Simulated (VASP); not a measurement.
# Sb (Fm-3m) in VASP: a series of runs

The runs below take Sb through electric field gradients, with PBEsol.

Program: VASP 6.6.1. These are calculated values, not measurements. Logs are shortened: lines on timing, memory, paths and dates and some standing lists are left out, and cuts for length are marked.

## 1. The cell of the first run

The structure is cubic, space group Fm-3m (No. 225). Conventional cell: a = 4.579 Å, b = 4.579 Å, c = 4.579 Å, α = 90.00°, β = 90.00°, γ = 90.00°. Sb (site symmetry m-3m) has 12 Sb at 3.24 Å within 4.3 Å.

## 2. Electric field gradients, PBEsol (volume scaled by 0.98)

File INCAR:

```
SYSTEM = Sb
  PREC = Accurate
  ENCUT = 520
  EDIFF = 1E-8
  ISMEAR = -1
  SIGMA = 0.05
  LREAL = .False.
  LASPH = .True.
  NELM = 100
  ALGO = Normal
  ISIF = 2
  LWAVE = .False.
  LCHARG = .False.
  GGA = PS
  LEFG = .True.
  NBANDS = 8
```

File KPOINTS:

```
Automatic mesh
0
Gamma
  12 12 12
  0 0 0
```

File POSCAR:

```
Sb
1.0
    0.0000000000      2.2895297352      2.2895297352
    2.2895297352      0.0000000000      2.2895297352
    2.2895297352      2.2895297352      0.0000000000
Sb
1
Direct
    0.0000000000      0.0000000000      0.0000000000
```

Potentials or basis: VASP PAW PBE potentials, release 64 (Sb).

Command:

```bash
$ cat potpaw_PBE.64/Sb/POTCAR > POTCAR
$ mpirun -np 1 vasp_std > vasp.out
```

OUTCAR:

```text
SYSTEM = Sb
   PREC = Accurate
   ENCUT = 520
   EDIFF = 1E-8
   ISMEAR = -1
   LREAL = .False.
   LASPH = .True.
   NELM = 100
   ISIF = 2
   GGA = PS

 ion  position               nearest neighbor table
   1  0.000  0.000  0.000-

  LATTYP: Found a face centered cubic cell.
 ALAT       =     4.5790594704

  Lattice vectors:

 A1 = (   0.0000000000,   2.2895297352,   2.2895297352)
 A2 = (   2.2895297352,   0.0000000000,   2.2895297352)
 A3 = (   2.2895297352,   2.2895297352,   0.0000000000)

Analysis of symmetry for initial positions (statically):
=====================================================================
 Subroutine PRICEL returns:
 Original cell was already a primitive cell.

 Routine SETGRP: Setting up the symmetry group for a
 face centered cubic supercell.

 Subroutine GETGRP returns: Found 48 space group operations
 (whereof 48 operations were pure point group operations)
 out of a pool of 48 trial point group operations.

The static configuration has the point symmetry O_h .

Analysis of symmetry for dynamics (positions and initial velocities):
=====================================================================
 Subroutine PRICEL returns:
 Original cell was already a primitive cell.

 Routine SETGRP: Setting up the symmetry group for a
 face centered cubic supercell.

 Subroutine GETGRP returns: Found 48 space group operations
 (whereof 48 operations were pure point group operations)
 out of a pool of 48 trial point group operations.

The dynamic configuration has the point symmetry O_h .

 Subroutine INISYM returns: Found 48 space group operations
 (whereof 48 operations are pure point group operations),
 and found     1 'primitive' translations

----------------------------------------------------------------------------------------

                                     Primitive cell

  volume of cell :      24.0032

  direct lattice vectors                    reciprocal lattice vectors
     0.000000000  2.289529735  2.289529735    -0.218385458  0.218385458  0.218385458
     2.289529735  0.000000000  2.289529735     0.218385458 -0.218385458  0.218385458
     2.289529735  2.289529735  0.000000000     0.218385458  0.218385458 -0.218385458

  length of vectors
     3.237884003  3.237884003  3.237884003     0.378254709  0.378254709  0.378254709

  position of ions in fractional coordinates (direct lattice)
     0.000000000  0.000000000  0.000000000

  ion indices of the primitive-cell ions
   primitive index   ion index
                 1           1

----------------------------------------------------------------------------------------

 KPOINTS: Automatic mesh

Automatic generation of k-mesh.
 Grid dimensions read from file:
 generate k-points for:   12   12   12

 Generating k-lattice:

  Cartesian coordinates                     Fractional coordinates (reciprocal lattice)
    -0.018198788  0.018198788  0.018198788     0.083333333  0.000000000  0.000000000
     0.018198788 -0.018198788  0.018198788     0.000000000  0.083333333  0.000000000
     0.018198788  0.018198788 -0.018198788     0.000000000  0.000000000  0.083333333

  Length of vectors
     0.031521226  0.031521226  0.031521226

  Shift w.r.t. Gamma in fractional coordinates (k-lattice)
     0.000000000  0.000000000  0.000000000

 Subroutine IBZKPT returns following result:
 ===========================================

 Found     72 irreducible k-points:

 Following reciprocal coordinates:
            Coordinates               Weight
  0.000000  0.000000  0.000000      1.000000
  0.083333  0.000000  0.000000      8.000000
  0.166667  0.000000  0.000000      8.000000
  0.250000  0.000000  0.000000      8.000000
  0.333333  0.000000  0.000000      8.000000
  0.416667  0.000000  0.000000      8.000000
[... 16 lines left out ...]
  0.500000  0.166667  0.000000     24.000000
 -0.416667  0.166667  0.000000     24.000000
 [... further k-points ...]
   k-points           NKPTS =     72   k-points in BZ     NKDIM =     72   number of bands    NBANDS=      8
   number of dos      NEDOS =    301   number of ions     NIONS =      1
   total plane-waves  NPLWV =  13824
   dimension x,y,z NGX =    24 NGY =   24 NGZ =   24
   dimension x,y,z NGXF=    48 NGYF=   48 NGZF=   48
   ions per type =               1
   NGX,Y,Z   is equivalent  to a cutoff of  12.32, 12.32, 12.32 a.u.
   NGXF,Y,Z  is equivalent  to a cutoff of  24.65, 24.65, 24.65 a.u.
 SYSTEM =  Sb
   PREC   = accura    normal or accurate (medium, high low for compatibility)
   ISTART =      0    job   : 0-new  1-cont  2-samecut
   ICHARG =      2    charge: 1-file 2-atom 10-const
   ISPIN  =      1    spin polarized calculation?
   LNONCOLLINEAR =      F non collinear calculations
   LSORBIT =      F    spin-orbit coupling
   LASPH  =      T    aspherical Exc in radial PAW
   ENCUT  =  520.0 eV  38.22 Ry    6.18 a.u.   6.02  6.02  6.02*2*pi/ulx,y,z
   NELM   =    100;   NELMIN=  2; NELMDL= -5     # of ELM steps
   EDIFF  = 0.1E-07   stopping-criterion for ELM
   LREAL  =      F    real-space projection
   EDIFFG = 0.1E-06   stopping-criterion for IOM
   NSW    =      0    number of steps for IOM
   IBRION =     -1    ionic relax: 0-MD 1-quasi-New 2-CG
   NFREE  =      0    steps in history (QN), initial steepest desc. (CG)
   ISIF   =      2    stress and relaxation
   ISYM   =      2    0-nonsym 1-usesym 2-fastsym
   POTIM  = 0.5000    time-step for ionic-motion
   TEBEG  =    0.0;   TEEND  =   0.0 temperature during run
   PSTRESS=    0.0 pullay stress
   NELECT =       5.0000    total number of electrons
   NUPDOWN=      -1.0000    fix difference up-down
   EMIN   =  10.00;   EMAX   =-10.00  energy-range for DOS
   EFERMI =   0.00;   METHOD = LEGACY
   ISMEAR =    -1;   SIGMA  =   0.05  broadening in eV -4-tet -1-fermi 0-gaus
   EFERMI_NEDOS =   21; number of points for ismear=-14 and -15
   IALGO  =     38    algorithm
   IMIX   =      4    mixing-type and parameters
     AMIX     =   0.40;   BMIX     =  1.00
     AMIX_MAG =   1.60;   BMIX_MAG =  1.00
  volume/ion in A,a.u.               =      24.00       161.98
  Fermi-wavevector in a.u.,A,eV,Ry     =   0.970455  1.833893 12.813723  0.941782
  Thomas-Fermi vector in A             =   2.100591
   LORBIT       =      0    0 simple, 1 ext, 2 COOP (PROOUT), +10 PAW based schemes
   GGA     = PS    functional components
   LHFCALC =     F    Hartree Fock is set to
   AEXX    =    0.0000 exact exchange contribution
   IVDW    =     0    specifies the selected vdW correction
   LEPSILON=     F    determine dielectric tensor
   LRPA    =     F    only Hartree local field effects (RPA)
 non-spin polarized calculation
  energy-cutoff  :      520.00
  volume of cell :       24.00
 maximum number of plane-waves:       661
   NGX = 13   NGY = 13   NGZ = 13

 number of electron       5.0000000 magnetization

 Free energy of the ion-electron system (eV)
  ---------------------------------------------------
  ext. energy  EPLUGINS =         0.00000000
  ---------------------------------------------------
  free energy    TOTEN  =        -4.25170781 eV

  energy without entropy =       -4.24596111  energy(sigma->0) =       -4.24883446

 E-fermi :  10.0191     XC(G=0): -10.8382

 val. band max:        9.9045873153   @ k =   0.5000   0.4167   0.0833
 cond. band min:      10.0236892987   @ k =   0.4167   0.3333   0.0000
 fundamental gap:      0.1191019834
 Fermi energy:        10.0190730100

 k-point     1 :       0.0000    0.0000    0.0000
  band No.  band energies     occupation
      1      -3.9462      2.00000
      2      16.1544      0.00000
      3      16.1544      0.00000
      4      16.1544      0.00000
      5      20.1810      0.00000
      6      20.3396      0.00000
      7      20.3396      0.00000
      8      20.3396      0.00000

 k-point     2 :       0.0833    0.0000    0.0000
  band No.  band energies     occupation
      1      -3.7931      2.00000
      2      14.6632      0.00000
      3      15.9260      0.00000
      4      15.9260      0.00000
      5      19.2253      0.00000
      6      20.6982      0.00000
      7      20.6982      0.00000
      8      22.3136      0.00000

 k-point     3 :       0.1667    0.0000    0.0000
  band No.  band energies     occupation
      1      -3.3348      2.00000
      2      11.9374      0.00000
      3      15.4306      0.00000
      4      15.4306      0.00000
      5      18.8283      0.00000
      6      21.2982      0.00000
      7      21.2982      0.00000
      8      22.8712      0.00000

 k-point     4 :       0.2500    0.0000    0.0000
  band No.  band energies     occupation
      1      -2.5769      2.00000
      2       9.1634      2.00000
      3      14.9180      0.00000
      4      14.9180      0.00000
      5      18.6259      0.00000
      6      20.8051      0.00000
      7      20.8051      0.00000
      8      21.9154      0.00000

 k-point     5 :       0.3333    0.0000    0.0000
  band No.  band energies     occupation
      1      -1.5403      2.00000
      2       6.6154      2.00000
      3      14.5077      0.00000
      4      14.5077      0.00000
      5      18.6007      0.00000
      6      20.0505      0.00000
      7      20.0505      0.00000
      8      20.8183      0.00000

 k-point     6 :       0.4167    0.0000    0.0000
  band No.  band energies     occupation
      1      -0.3178      2.00000
      2       4.4652      2.00000
      3      14.2485      0.00000
      4      14.2485      0.00000
      5      18.7509      0.00000
      6      19.5519      0.00000
      7      19.5519      0.00000
      8      19.9788      0.00000

 k-point     7 :       0.5000    0.0000    0.0000
  band No.  band energies     occupation
      1       0.4842      2.00000
      2       3.3510      2.00000
      3      14.1603      0.00000
      4      14.1603      0.00000
      5      18.9312      0.00000
      6      19.3811      0.00000
      7      19.3811      0.00000
      8      19.5671      0.00000
[... 133 lines left out ...]
 k-point    20 :       0.2500    0.1667    0.0000
  band No.  band energies     occupation
      1      -2.5720      2.00000
      2      11.2274      0.00000
      3      13.0682      0.00000
      4      13.5214      0.00000
      5      17.0535      0.00000
      6      18.2272      0.00000
      7      23.5990      0.00000
      8      23.9198      0.00000

 k-point    21 :       0.3333    0.1667    0.0000
  band No.  band energies     occupation
      1      -1.7208      2.00000
      2       8.6633      2.00000
      3      12.6646      0.00000
      4      12.7130      0.00000
      5      16.7398      0.00000
      6      19.2629      0.00000
      7      23.1297      0.00000
      8      23.3717      0.00000

 k-point    22 :       0.4167    0.1667    0.0000
  band No.  band energies     occupation
      1      -0.6127      2.00000
      2       6.3092      2.00000
      3      11.8302      0.00000
      4      12.5447      0.00000
      5      16.4614      0.00000
      6      20.9455      0.00000
      7      22.2633      0.00000
      8      23.1826      0.00000

 k-point    23 :       0.5000    0.1667    0.0000
  band No.  band energies     occupation
      1       0.5754      2.00000
      2       4.4363      2.00000
      3      11.0828      0.00000
      4      12.7203      0.00000
      5      16.5018      0.00000
      6      21.5766      0.00000
      7      21.7385      0.00000
      8      23.9265      0.00000

 k-point    24 :      -0.4167    0.1667    0.0000
  band No.  band energies     occupation
      1       0.8553      2.00000
      2       4.0663      2.00000
      3      10.5632      0.00004
      4      13.1839      0.00000
      5      16.8506      0.00000
      6      21.1136      0.00000
      7      21.4871      0.00000
      8      24.5188      0.00000

 [... further k-points ...]
[... 5 lines left out ...]
  --------------------------------------------------------------------------------------
  -------------------------------------------------------------------------------------
  Total        1.0580682      1.0580682      1.0580682      0.0000000      0.0000000      0.0000000
  in kB       70.6244964     70.6244964     70.6244964      0.0000000      0.0000000      0.0000000
  external PRESSURE =      70.6244964 kB  Pullay stress =       0.0000000 kB

 VOLUME and BASIS-vectors are now :
 -----------------------------------------------------------------------------
  energy-cutoff  :      520.00
  volume of cell :       24.00
      direct lattice vectors                 reciprocal lattice vectors
     0.000000000  2.289529735  2.289529735    -0.218385458  0.218385458  0.218385458
     2.289529735  0.000000000  2.289529735     0.218385458 -0.218385458  0.218385458
     2.289529735  2.289529735  0.000000000     0.218385458  0.218385458 -0.218385458

 POSITION                                       TOTAL-FORCE (eV/Angst)
 -----------------------------------------------------------------------------------
      0.00000      0.00000      0.00000         0.000000      0.000000      0.000000
 -----------------------------------------------------------------------------------
    total drift:                                0.000000     -0.000000     -0.000000

  FREE ENERGIE OF THE ION-ELECTRON SYSTEM (eV)
  ---------------------------------------------------
  free  energy   TOTEN  =        -4.2517078069 eV

  energy  without entropy=       -4.2459611133  energy(sigma->0) =       -4.24883446

 Electric field gradients (V/A^2)
---------------------------------------------------------------------
 ion       V_xx      V_yy      V_zz      V_xy      V_xz      V_yz
---------------------------------------------------------------------
   1      -0.000     0.000    -0.000     0.000     0.000     0.000
---------------------------------------------------------------------

 Electric field gradients after diagonalization (V/A^2)
 (convention: |V_zz| > |V_xx| > |V_yy|)
----------------------------------------------------------------------
 ion       V_xx      V_yy      V_zz     asymmetry (V_yy - V_xx)/ V_zz
----------------------------------------------------------------------
   1      -0.000    -0.000     0.000       0.000
----------------------------------------------------------------------

           NMR quadrupolar parameters

 Cq : quadrupolar parameter    Cq=e*Q*V_zz/h
 eta: asymmetry parameters     (V_yy - V_xx)/ V_zz
 Q  : nuclear electric quadrupole moment in mb (millibarn)
----------------------------------------------------------------------
 ion       Cq(MHz)       eta       Q (mb)
----------------------------------------------------------------------
   1       0.000       0.000       1.000
----------------------------------------------------------------------
```

It took 6.8 s on 1 thread of Intel Xeon Platinum 8259CL at 2.50GHz (Skylake/Cascade Lake), shared host; peak memory 0.14 GiB.

What came out:

```yaml
Free_energy: -4.2517 eV
Pressure: 7.1 GPa
```

Caveat: without QUAD_EFG the Cq values of the log hold for a quadrupole moment of 1 mb, not for the nuclei; the PAW data sets were made with another functional, which shifts forces and pressure a little; spin-orbit coupling is left out, which moves the levels of the heavy elements.

[end of part 1 of 3]
